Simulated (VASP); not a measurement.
Here is a VASP 6.6.1 calculation.

INCAR

```
ALGO     = Normal         # electronic algorithm
EDIFF    = 1E-6           # SCF threshold, eV
ENCUT    = 520            # plane-wave cutoff, eV
GGA      = PE             # functional
ISIF     = 2              # what is computed and relaxed
ISMEAR   = 0              # smearing method
LASPH    = True           # aspherical terms in the spheres
LCHARG   = False          # write CHGCAR
LREAL    = False          # projectors in reciprocal space
LWAVE    = False          # write WAVECAR
NBANDS   = 18             # bands
NELM     = 80             # most SCF steps
PREC     = Accurate       # precision mode
SIGMA    = 0.05           # smearing width, eV
```

File KPOINTS:

```
k-points
0
Gamma
  12 12 6
```

File POSCAR:

```
HfO2
1.0
    3.2526974141      0.0000000000      0.0000000000
   -1.6263487071      2.8169185915      0.0000000000
    0.0000000000      0.0000000000      6.1600306724
Hf O
1 2
Direct
    0.0000000000      0.0000000000      0.0000000000
    0.3333333333      0.6666666667      0.1573938170
    0.6666666667      0.3333333333      0.8426061830
```

Potentials or basis: VASP PAW PBE potentials, release 64 (Hf_pv, O).

Launch:

```bash
$ cat potpaw_PBE.64/Hf_pv/POTCAR potpaw_PBE.64/O/POTCAR > POTCAR
$ mpirun -np 1 vasp_std > vasp.out
```

Q: Predict the band gap on the k mesh.

A: 4.81 eV, indirect (least direct gap 5.04 eV).

Q: Predict the pressure.

A: -1.9 GPa.

Q: What does it give for the largest force?

A: 0.198 eV/Å.

Stress tensor (GPa, compression positive):
```
-2.23  0.00  0.00
 0.00 -2.23  0.00
 0.00  0.00 -1.25
```

Caveat: spin-orbit coupling is left out, which moves the levels of the heavy elements. A k mesh can miss the band edges.
